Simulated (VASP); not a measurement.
# I (Pm-3m) in VASP: further runs

The runs below take I through single point, relaxation of cell and atoms, with PBE.

All numbers are computed with VASP 6.6.1; they aren't measurements. Logs are shortened: lines on timing, memory, paths and dates and some standing lists are left out, and cuts for length are marked.

## Step 1: The cell of the first run

It takes space group Pm-3m (No. 221, cubic). The conventional cell has a = 2.664 Å, b = 2.664 Å, c = 2.664 Å, α = 90.00°, β = 90.00°, γ = 90.00°. Within 3.5 Å of I (site symmetry m-3m) lie 6 I at 2.66 Å.

## Step 2: Single point, PBE

The input, INCAR:

```
SYSTEM = I
ALGO = Normal ; EDIFF = 1E-6
ENCUT = 500 ; GGA = PE
GGA_COMPAT = .False. ; ISIF = 2
ISMEAR = -1 ; LASPH = .True.
LCHARG = .False. ; LREAL = .False.
LWAVE = .False. ; NBANDS = 10
NELM = 120 ; PREC = Accurate
SIGMA = 0.05
```

The input, KPOINTS:

```
k-points
0
Gamma
  15 15 15
  0 0 0
```

The input, POSCAR:

```
I
1.0
    2.6638244046      0.0000000000      0.0000000000
    0.0000000000      2.6638244046      0.0000000000
    0.0000000000      0.0000000000      2.6638244046
I
1
Direct
    0.0000000000      0.0000000000      0.0000000000
```

Potentials or basis: VASP PAW PBE potentials, release 64 (I).

On the command line:

```bash
$ cat potpaw_PBE.64/I/POTCAR > POTCAR
$ mpirun -np 1 vasp_std > vasp.out
```

OUTCAR:

```text
SYSTEM = I
   EDIFF = 1E-6
   ENCUT = 500
   GGA = PE
   ISIF = 2
   ISMEAR = -1
   LASPH = .True.
   LREAL = .False.
   NELM = 120
   PREC = Accurate

 ion  position               nearest neighbor table
   1  0.000  0.000  0.000-

  LATTYP: Found a simple cubic cell.
 ALAT       =     2.6638244046

  Lattice vectors:

 A1 = (   2.6638244046,   0.0000000000,   0.0000000000)
 A2 = (   0.0000000000,   2.6638244046,   0.0000000000)
 A3 = (   0.0000000000,   0.0000000000,   2.6638244046)

Analysis of symmetry for initial positions (statically):
=====================================================================
 Subroutine PRICEL returns:
 Original cell was already a primitive cell.

 Routine SETGRP: Setting up the symmetry group for a
 simple cubic supercell.

 Subroutine GETGRP returns: Found 48 space group operations
 (whereof 48 operations were pure point group operations)
 out of a pool of 48 trial point group operations.

The static configuration has the point symmetry O_h .

Analysis of symmetry for dynamics (positions and initial velocities):
=====================================================================
 Subroutine PRICEL returns:
 Original cell was already a primitive cell.

 Routine SETGRP: Setting up the symmetry group for a
 simple cubic supercell.

 Subroutine GETGRP returns: Found 48 space group operations
 (whereof 48 operations were pure point group operations)
 out of a pool of 48 trial point group operations.

The dynamic configuration has the point symmetry O_h .

 Subroutine INISYM returns: Found 48 space group operations
 (whereof 48 operations are pure point group operations),
 and found     1 'primitive' translations

----------------------------------------------------------------------------------------

                                     Primitive cell

  volume of cell :      18.9024

  direct lattice vectors                    reciprocal lattice vectors
     2.663824405  0.000000000  0.000000000     0.375400120  0.000000000  0.000000000
     0.000000000  2.663824405  0.000000000     0.000000000  0.375400120  0.000000000
     0.000000000  0.000000000  2.663824405     0.000000000  0.000000000  0.375400120

  length of vectors
     2.663824405  2.663824405  2.663824405     0.375400120  0.375400120  0.375400120

  position of ions in fractional coordinates (direct lattice)
     0.000000000  0.000000000  0.000000000

  ion indices of the primitive-cell ions
   primitive index   ion index
                 1           1

----------------------------------------------------------------------------------------

 KPOINTS: k-points

Automatic generation of k-mesh.
 Grid dimensions read from file:
 generate k-points for:   15   15   15

 Generating k-lattice:

  Cartesian coordinates                     Fractional coordinates (reciprocal lattice)
     0.025026675  0.000000000  0.000000000     0.066666667  0.000000000  0.000000000
     0.000000000  0.025026675  0.000000000     0.000000000  0.066666667  0.000000000
     0.000000000  0.000000000  0.025026675     0.000000000  0.000000000  0.066666667

  Length of vectors
     0.025026675  0.025026675  0.025026675

  Shift w.r.t. Gamma in fractional coordinates (k-lattice)
     0.000000000  0.000000000  0.000000000

 Subroutine IBZKPT returns following result:
 ===========================================

 Found    120 irreducible k-points:

 Following reciprocal coordinates:
            Coordinates               Weight
  0.000000  0.000000  0.000000      1.000000
  0.066667  0.000000  0.000000      6.000000
  0.133333  0.000000  0.000000      6.000000
  0.200000  0.000000  0.000000      6.000000
  0.266667  0.000000  0.000000      6.000000
  0.333333  0.000000  0.000000      6.000000
[... 16 lines left out ...]
  0.266667  0.200000  0.000000     24.000000
  0.333333  0.200000  0.000000     24.000000
 [... further k-points ...]
   k-points           NKPTS =    120   k-points in BZ     NKDIM =    120   number of bands    NBANDS=     10
   number of dos      NEDOS =    301   number of ions     NIONS =      1
   total plane-waves  NPLWV =   8000
   dimension x,y,z NGX =    20 NGY =   20 NGZ =   20
   dimension x,y,z NGXF=    40 NGYF=   40 NGZF=   40
   ions per type =               1
   NGX,Y,Z   is equivalent  to a cutoff of  12.48, 12.48, 12.48 a.u.
   NGXF,Y,Z  is equivalent  to a cutoff of  24.96, 24.96, 24.96 a.u.
 SYSTEM =  I
   PREC   = accura    normal or accurate (medium, high low for compatibility)
   ISTART =      0    job   : 0-new  1-cont  2-samecut
   ICHARG =      2    charge: 1-file 2-atom 10-const
   ISPIN  =      1    spin polarized calculation?
   LNONCOLLINEAR =      F non collinear calculations
   LSORBIT =      F    spin-orbit coupling
   LASPH  =      T    aspherical Exc in radial PAW
   ENCUT  =  500.0 eV  36.75 Ry    6.06 a.u.   4.86  4.86  4.86*2*pi/ulx,y,z
   NELM   =    120;   NELMIN=  2; NELMDL= -5     # of ELM steps
   EDIFF  = 0.1E-05   stopping-criterion for ELM
   LREAL  =      F    real-space projection
   EDIFFG = 0.1E-04   stopping-criterion for IOM
   NSW    =      0    number of steps for IOM
   IBRION =     -1    ionic relax: 0-MD 1-quasi-New 2-CG
   NFREE  =      0    steps in history (QN), initial steepest desc. (CG)
   ISIF   =      2    stress and relaxation
   ISYM   =      2    0-nonsym 1-usesym 2-fastsym
   POTIM  = 0.5000    time-step for ionic-motion
   TEBEG  =    0.0;   TEEND  =   0.0 temperature during run
   PSTRESS=    0.0 pullay stress
   NELECT =       7.0000    total number of electrons
   NUPDOWN=      -1.0000    fix difference up-down
   EMIN   =  10.00;   EMAX   =-10.00  energy-range for DOS
   EFERMI =   0.00;   METHOD = LEGACY
   ISMEAR =    -1;   SIGMA  =   0.05  broadening in eV -4-tet -1-fermi 0-gaus
   EFERMI_NEDOS =   21; number of points for ismear=-14 and -15
   IALGO  =     38    algorithm
   IMIX   =      4    mixing-type and parameters
     AMIX     =   0.40;   BMIX     =  1.00
     AMIX_MAG =   1.60;   BMIX_MAG =  1.00
  volume/ion in A,a.u.               =      18.90       127.56
  Fermi-wavevector in a.u.,A,eV,Ry     =   1.175624  2.221608 18.804513  1.382093
  Thomas-Fermi vector in A             =   2.312002
   LORBIT       =      0    0 simple, 1 ext, 2 COOP (PROOUT), +10 PAW based schemes
   GGA     = PE    functional components
   LHFCALC =     F    Hartree Fock is set to
   AEXX    =    0.0000 exact exchange contribution
   IVDW    =     0    specifies the selected vdW correction
   LEPSILON=     F    determine dielectric tensor
   LRPA    =     F    only Hartree local field effects (RPA)
 non-spin polarized calculation
  energy-cutoff  :      500.00
  volume of cell :       18.90
 maximum number of plane-waves:       493
 NGX is ok and might be reduce to    20
   NGX =  9   NGY =  9   NGZ =  9

 number of electron       7.0000002 magnetization

 Free energy of the ion-electron system (eV)
  ---------------------------------------------------
  ext. energy  EPLUGINS =         0.00000000
  ---------------------------------------------------
  free energy    TOTEN  =         2.82584067 eV

  energy without entropy =        2.83177922  energy(sigma->0) =        2.82880995

 E-fermi :  16.2100     XC(G=0): -11.9652

 val. band max:       16.2087232256   @ k =   0.1333   0.0667   0.0000
 cond. band min:      16.2225241418   @ k =   0.2000   0.2000   0.0667
 fundamental gap:      0.0138009162
 Fermi energy:        16.2099770314

 k-point     1 :       0.0000    0.0000    0.0000
  band No.  band energies     occupation
      1      -5.2451      2.00000
      2      15.7586      1.99976
      3      15.7586      1.99976
      4      15.7586      1.99976
      5      20.2284      0.00000
      6      20.2284      0.00000
      7      23.8003      0.00000
      8      35.0426      0.00000
      9      35.0426      0.00000
     10      35.0426      0.00000

 k-point     2 :       0.0667    0.0000    0.0000
  band No.  band energies     occupation
      1      -5.1548      2.00000
      2      14.6047      2.00000
      3      15.8497      1.99852
      4      15.8497      1.99852
      5      20.2939      0.00000
      6      21.1025      0.00000
      7      24.2607      0.00000
      8      34.2756      0.00000
      9      34.4324      0.00000
     10      34.4324      0.00000

 k-point     3 :       0.1333    0.0000    0.0000
  band No.  band energies     occupation
      1      -4.8857      2.00000
      2      12.4714      2.00000
      3      16.1171      1.73009
      4      16.1171      1.73009
      5      20.4899      0.00000
      6      22.1522      0.00000
      7      25.8803      0.00000
      8      32.7078      0.00000
      9      33.0423      0.00000
     10      33.0423      0.00000

 k-point     4 :       0.2000    0.0000    0.0000
  band No.  band energies     occupation
      1      -4.4437      2.00000
      2      10.2390      2.00000
      3      16.5425      0.00258
      4      16.5425      0.00258
      5      20.8145      0.00000
      6      22.7885      0.00000
      7      28.3387      0.00000
      8      31.0119      0.00000
      9      31.4550      0.00000
     10      31.4550      0.00000
[... 222 lines left out ...]
 k-point    22 :       0.2000    0.2000    0.0000
  band No.  band energies     occupation
      1      -3.6412      2.00000
      2      10.5877      2.00000
      3      11.4468      2.00000
      4      17.3385      0.00000
      5      22.2937      0.00000
      6      25.0779      0.00000
      7      27.4842      0.00000
      8      30.0396      0.00000
      9      31.7786      0.00000
     10      32.0802      0.00000

 k-point    23 :       0.2667    0.2000    0.0000
  band No.  band energies     occupation
      1      -3.0398      2.00000
      2       8.8186      2.00000
      3      11.6472      2.00000
      4      17.8958      0.00000
      5      22.4908      0.00000
      6      23.6413      0.00000
      7      28.5324      0.00000
      8      30.5148      0.00000
      9      31.0286      0.00000
     10      31.8538      0.00000

 k-point    24 :       0.3333    0.2000    0.0000
  band No.  band energies     occupation
      1      -2.3148      2.00000
      2       6.9513      2.00000
      3      12.2473      2.00000
      4      18.5155      0.00000
      5      21.4927      0.00000
      6      23.6874      0.00000
      7      28.4005      0.00000
      8      29.1349      0.00000
      9      30.9059      0.00000
     10      33.1169      0.00000

 [... further k-points ...]

------------------------ aborting loop because EDIFF is reached ----------------------------------------

  FORCE on cell =-STRESS in cart. coord.  units (eV):
  Direction    XX          YY          ZZ          XY          YZ          ZX
  --------------------------------------------------------------------------------------
  -------------------------------------------------------------------------------------
  Total       12.9408128     12.9408128     12.9408128     -0.0000000      0.0000000      0.0000000
  in kB     1096.8705009   1096.8705009   1096.8705009     -0.0000000      0.0000000      0.0000000
  external PRESSURE =    1096.8705009 kB  Pullay stress =       0.0000000 kB

 VOLUME and BASIS-vectors are now :
 -----------------------------------------------------------------------------
  energy-cutoff  :      500.00
  volume of cell :       18.90
      direct lattice vectors                 reciprocal lattice vectors
     2.663824405  0.000000000  0.000000000     0.375400120  0.000000000  0.000000000
     0.000000000  2.663824405  0.000000000     0.000000000  0.375400120  0.000000000
     0.000000000  0.000000000  2.663824405     0.000000000  0.000000000  0.375400120

 POSITION                                       TOTAL-FORCE (eV/Angst)
 -----------------------------------------------------------------------------------
      0.00000      0.00000      0.00000         0.000000      0.000000      0.000000
 -----------------------------------------------------------------------------------
    total drift:                               -0.000000     -0.000000      0.000000

  FREE ENERGIE OF THE ION-ELECTRON SYSTEM (eV)
  ---------------------------------------------------
  free  energy   TOTEN  =         2.8258406699 eV

  energy  without entropy=        2.8317792213  energy(sigma->0) =        2.82880995
```

It took 8.8 s on 1 thread of Intel Xeon Platinum 8488C (Sapphire Rapids), shared host; peak memory 0.13 GiB.

Results:

* Free energy: 2.8258 eV
* Pressure: 109.7 GPa
* Band gap on the k mesh: zero (an odd number of electrons rules out a gap without spin polarisation)

Levels at points of the mesh, in eV from the Fermi level:
```
           k point  band 1  band 2  band 3  band 4  band 5  band 6  band 7  band 8
(0.00, 0.00, 0.00)  -21.46   -0.45   -0.45   -0.45    4.02    4.02    7.59   18.83
```

Caveat: the cell stands under pressure; spin-orbit coupling is left out, which moves the levels of the heavy elements; an odd number of electrons without spin polarisation forces a metal; a magnetic or distorted state may lie lower.

## Step 3: Relaxation of cell and atoms, PBE, target pressure 110 GPa, at which the enthalpy is minimised

This run uses another cell than the first one, of 17.38 Å³/atom.

The input, INCAR:

```
  PREC = Accurate
  ENCUT = 500
  EDIFF = 1E-7
  ISMEAR = -1
  SIGMA = 0.05
  LREAL = False
  LASPH = True
  NELM = 120
  ALGO = Normal
  ISIF = 3
  LWAVE = False
  LCHARG = False
  GGA = PE
  IBRION = 2
  NSW = 60
  EDIFFG = -0.005
  PSTRESS = 1100.0
  GGA_COMPAT = False
  NELMIN = 4
```

The input, KPOINTS:

```
Automatic mesh
0
Gamma
  15 15 15
```

The input, POSCAR:

```
I
1.0
    2.5902699897      0.0000000000      0.0000000000
    0.0000000000      2.5902699897      0.0000000000
    0.0000000000      0.0000000000      2.5902699897
I
1
Direct
    0.0000000000      0.0000000000      0.0000000000
```

Potentials or basis: VASP PAW PBE potentials, release 64 (I).

On the command line:

```bash
$ cat potpaw_PBE.64/I/POTCAR > POTCAR
$ mpirun -np 1 vasp_std > vasp.out
```

Wall time 27 s (1 thread of Intel Xeon Platinum 8488C (Sapphire Rapids), shared host); peak memory 0.14 GiB.

Results (log left out):

```
Free energy                                                : 2.8385 eV
Relaxed volume                                             : 18.88 Å³/atom
Relaxed cell                                               : a = 2.663 Å, b = 2.663 Å, c = 2.663 Å, α = 90.00°, β = 90.00°, γ = 90.00°
Space group after relaxing (to 0.1 Å)                      : Pm-3m (No. 221)
Energy change on relaxing (the run minimises the enthalpy) : -1167.3 meV/atom
Ionic steps                                                : 5
Pressure after relaxing                                    : 110.0 GPa
Band gap on the k mesh                                     : zero (an odd number of electrons rules out a gap without spin polarisation)
```

The path:
```csv
step,energy change (eV),largest force (eV/Å),pressure (GPa),volume (Å³)
1,0.0000,0.0000,142.03,17.38
2,-4.4467,0.0000,26.69,27.67
3,-1.4229,0.0000,103.61,19.27
4,-1.1889,0.0000,109.50,18.92
5,-1.1673,0.0000,109.97,18.88
```

Final structure:
```
I
1.0
     2.66297    0.00000    0.00000
     0.00000    2.66297    0.00000
     0.00000    0.00000    2.66297
I
1
Cartesian
  0.0000 0.0000 0.0000
```

Levels at points of the mesh, in eV from the Fermi level:
```csv
k point,band 2,band 3,band 4,band 5,band 6,band 7
"(0.00, 0.00, 0.00)",-0.45,-0.45,-0.45,4.02,4.02,7.60
```

Caveat: the cell is relaxed towards a set pressure, so the run minimises the enthalpy, not the energy; spin-orbit coupling is left out, which moves the levels of the heavy elements; an odd number of electrons without spin polarisation forces a metal; a magnetic or distorted state may lie lower.

(Part 1 of 2 ends here.)
